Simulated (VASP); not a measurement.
Re:

```
CELL_PARAMETERS angstrom
2.53000 0.00000 0.00000
0.00000 2.53000 0.00000
0.00000 0.00000 2.53000
ATOMIC_POSITIONS crystal
Re 0.00000 0.00000 0.00000
```

This isn't the form of Re at room conditions, which is hcp.

* Program: VASP 6.6.1
* Task: relaxation of cell and atoms
* Functional: PBE
* Potentials or basis: VASP PAW PBE potentials, release 64 (Re_sv_GW)
* Cutoff: 560 eV
* k mesh: 10 × 10 × 10
* Occupations: fermi-dirac, width 0.05 eV
* Spin: no spin polarisation

At the start: pressure 15.3 GPa; volume 16.19 Å³/atom.

Question: How do energy, volume and symmetry change on relaxing?

Answer: Over 4 steps the energy falls by 37.9 meV/atom and the volume is 17.03 Å³/atom (+5.2 %); space group Pm-3m (No. 221, to 0.1 Å) before and after.

Step by step:
| step | energy change (eV) | largest force (eV/Å) | pressure (GPa) | volume (Å³) |
| --- | --- | --- | --- | --- |
| 1 | 0.0000 | 0.0000 | 15.31 | 16.19 |
| 2 | 0.3120 | 0.0000 | -31.24 | 20.10 |
| 3 | -0.0377 | 0.0000 | -0.96 | 17.09 |
| 4 | -0.0379 | 0.0000 | -0.07 | 17.03 |

Final structure:
```xyz
1
Lattice="2.5727 0.0000 0.0000 0.0000 2.5727 0.0000 0.0000 0.0000 2.5727" Properties=species:S:1:pos:R:3 pbc="T T T"
Re    0.0000    0.0000    0.0000
```
